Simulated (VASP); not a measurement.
Write the native input for VASP 6.6.1 that does the following.

```
Task                   : single point
Functional             : r2SCAN
Potentials or basis    : VASP PAW PBE potentials, release 64 (Ru_pv)
Cutoff                 : 440 eV
k mesh                 : 3 × 3 × 2
Occupations            : fermi-dirac, width 0.05 eV
Spin                   : no spin polarisation
Dipole correction      : no
Further INCAR settings : ALGO = Normal; EDIFF = 1e-06; NBANDS = 118
```

The system is Ru (a cell with a defect).

```
Ru
1.0
     5.41160    0.00000    0.00000
    -2.70580    4.68658    0.00000
     0.00000    0.00000    8.56380
Ru
15
Direct
  0.16667 0.33333 0.12500
  0.16667 0.33333 0.62500
  0.33333 0.16667 0.87500
  0.16667 0.83333 0.12500
  0.33333 0.66667 0.37500
  0.16667 0.83333 0.62500
  0.33333 0.66667 0.87500
  0.66667 0.33333 0.12500
  0.83333 0.16667 0.37500
  0.66667 0.33333 0.62500
  0.83333 0.16667 0.87500
  0.66667 0.83333 0.12500
  0.83333 0.66667 0.37500
  0.66667 0.83333 0.62500
  0.83333 0.66667 0.87500
```

One way to write it, as run:

POSCAR

```
Ru
1.0
    5.4116005340      0.0000000000      0.0000000000
   -2.7058002670      4.6865835376      0.0000000000
    0.0000000000      0.0000000000      8.5638000000
Ru
15
Direct
    0.1666666667      0.3333333333      0.1250000000
    0.1666666667      0.3333333333      0.6250000000
    0.3333333333      0.1666666667      0.8750000000
    0.1666666667      0.8333333333      0.1250000000
    0.3333333333      0.6666666667      0.3750000000
    0.1666666667      0.8333333333      0.6250000000
    0.3333333333      0.6666666667      0.8750000000
    0.6666666667      0.3333333333      0.1250000000
    0.8333333333      0.1666666667      0.3750000000
    0.6666666667      0.3333333333      0.6250000000
    0.8333333333      0.1666666667      0.8750000000
    0.6666666667      0.8333333333      0.1250000000
    0.8333333333      0.6666666667      0.3750000000
    0.6666666667      0.8333333333      0.6250000000
    0.8333333333      0.6666666667      0.8750000000
```

INCAR.step1

```
PREC = Accurate ; ENCUT = 440
ISMEAR = -1 ; SIGMA = 0.05
LREAL = False ; LASPH = True
NELM = 120 ; NBANDS = 118
GGA = PE ; ALGO = Normal
EDIFF = 1E-5 ; LWAVE = True
LCHARG = False ; GGA_COMPAT = False
```

INCAR.step2

```
PREC = Accurate ; ENCUT = 440
EDIFF = 1E-6 ; ISMEAR = -1
SIGMA = 0.05 ; LREAL = False
LASPH = True ; NELM = 120
ALGO = Normal ; ISIF = 2
LWAVE = False ; LCHARG = True
METAGGA = R2SCAN ; LMIXTAU = True
LELF = True ; LVHAR = True
NBANDS = 118 ; ISTART = 1
GGA_COMPAT = False
```

KPOINTS

```
regular mesh
0
Gamma
  3 3 2
```

Potentials or basis: VASP PAW PBE potentials, release 64 (Ru_pv).

The run is started by

```sh
$ cat potpaw_PBE.64/Ru_pv/POTCAR > POTCAR
$ cp INCAR.step1 INCAR
$ mpirun -np 1 vasp_std > vasp.out
$ cp INCAR.step2 INCAR
$ mpirun -np 1 vasp_std > vasp.out
```

Results of the run:

The pressure is -5.6 GPa, the largest force is 0.510 eV/Å and the band gap on the k mesh is zero (bands 105 and 106 overlap by 1.06 eV).

Caveat: the k points lie up to 0.45 Å⁻¹ apart, too coarse for converged energies and pressures of a metal; the PAW data sets were made with another functional, which shifts forces and pressure a little.

Run time: 6.3 min on 1 thread of AMD EPYC 9R45 96-Core Processor (Zen 5) (shared host), peak memory 0.34 GiB.
